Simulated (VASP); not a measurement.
Bi2Se3: single point with PBE

Crystal: Bi2Se3.

```
Bi Se
1.0
     2.09568    1.20994    9.97623
    -2.09568    1.20994    9.97623
     0.00000   -2.41989    9.97623
Bi Se
2 3
Cartesian
  0.0000 0.0000 11.9169
  0.0000 0.0000 18.0118
  0.0000 0.0000 0.0000
  0.0000 0.0000 6.4743
  0.0000 0.0000 23.4544
```

```yaml
Program: VASP 6.6.1
Task: single point
Functional: PBE
Potentials_or_basis: VASP PAW PBE potentials, release 64 (Bi_d, Se)
Cutoff: 520 eV
k_mesh: 8 × 8 × 8
Occupations: fermi-dirac, width 0.02 eV
Spin: no spin polarisation
```

```json
{"Pressure": "0.3 GPa", "Largest force": "0.009 eV/Å", "Band gap on the k mesh": "0.45 eV"}
```

Forces in eV/Å, atoms in the order of the input:
```
Bi   0.000  0.000 -0.007
Bi   0.000  0.000  0.007
Se   0.000  0.000  0.000
Se   0.000  0.000 -0.009
Se   0.000  0.000  0.009
```

Stress tensor (GPa, compression positive):
```
0.25 0.00 0.00
0.00 0.25 0.00
0.00 0.00 0.42
```

Levels at points of the mesh, in eV from the valence-band top:
| k point | band 22 | band 23 | band 24 | band 25 | band 26 | band 27 |
| --- | --- | --- | --- | --- | --- | --- |
| (0.00, 0.00, 0.00) | -0.94 | -0.94 | 0.00 | 0.45 | 1.70 | 1.70 |
| (0.50, 0.00, 0.00) | -1.60 | -1.00 | -0.49 | 1.14 | 2.29 | 3.13 |
| (0.50, 0.50, 0.00) | -1.40 | -1.22 | -0.87 | 1.56 | 2.24 | 2.69 |
| (0.50, 0.50, 0.50) | -1.03 | -1.03 | -0.31 | 0.69 | 1.86 | 1.86 |

Run time: 15 min on 1 thread of AMD EPYC 9R45 96-Core Processor (Zen 5) (shared host), peak memory 1 GiB.

Caveat: spin-orbit coupling is left out, which moves the levels of the heavy elements. A k mesh can miss the band edges.
